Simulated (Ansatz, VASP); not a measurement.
**One calculation of Al, two programs**

The input INCAR:

```
SYSTEM = Al
  PREC = Accurate
  ENCUT = 500
  EDIFF = 1E-6
  ISMEAR = 0
  SIGMA = 0.05
  LREAL = .FALSE.
  LASPH = .TRUE.
  NELM = 120
  ALGO = Normal
  ISIF = 2
  LWAVE = .FALSE.
  LCHARG = .FALSE.
  GGA = LIBXC
  LIBXC1 = GGA_X_RPBE
  LIBXC2 = GGA_C_LYP
  NBANDS = 8
  GGA_COMPAT = .FALSE.
```

The input KPOINTS:

```
regular mesh
0
G
  11 11 11
  0 0 0
```

The input POSCAR:

```
Al
1.0
    3.0846190764      0.0000000000      0.0000000000
    1.5423095382      2.6713584812      0.0000000000
    1.5423095382      0.8904528271      2.5185809293
Al
1
Direct
    0.0000000000      0.0000000000      0.0000000000
```

Contents of input.yaml:

```yaml
crystal:
  lattice: { a: 3.0846190764, b: 3.0846190764, c: 3.0846190764, alpha: 60.0, beta: 60.0, gamma: 60.0 }
  atoms:
    - { symbol: Al, position: [0.0, 0.0, 0.0] }
kpoints:
  mp_grid: { grid: [11, 11, 11] }
  band_path:
    path:
      - [0.0, 0.0, 0.0]
      - [0.5, 0.0, 0.5]
      - [0.5, 0.25, 0.75]
      - [0.375, 0.375, 0.75]
      - [0.0, 0.0, 0.0]
      - [0.5, 0.5, 0.5]
      - [0.625, 0.25, 0.625]
      - [0.5, 0.25, 0.75]
    npoints: 12
scf:
  occupations: { method: gaussian, width: 0.05 }
hamiltonian:
  xc: { exchange: rpbe, correlation: lyp }
  pseudopotentials: { kind: all_electron, datasets: crystal }
output:
  forces: true
  stress: true
  eigenvalues: true
  elf: true
  volumetric_format: npy
```

Change from the starting cell: volume scaled by 1.25.

Alike in both runs: functional rpbe exchange, lyp correlation; k mesh 11 × 11 × 11; occupations gaussian, width 0.05 eV; no spin polarisation.

```csv
,VASP,Ansatz
version,VASP 6.6.1,Ansatz 0.2.0
potentials or method,"VASP PAW PBE potentials, release 64 (Al), cutoff 500 eV",all-electron PAW datasets made for the crystal
task,single point,band structure
```

```tsv
	VASP	Ansatz	Ansatz less VASP
gap on the k mesh at the Fermi level (eV)	none	none	-
pressure (GPa)	-6.1	-6.1	-0.02
```

VASP's potentials were made for PBE, not for rpbe exchange, lyp correlation. A gap of «none» marks a metal or a gap that the smearing closes. Ansatz ran all-electron here, and VASP with PAW potentials.
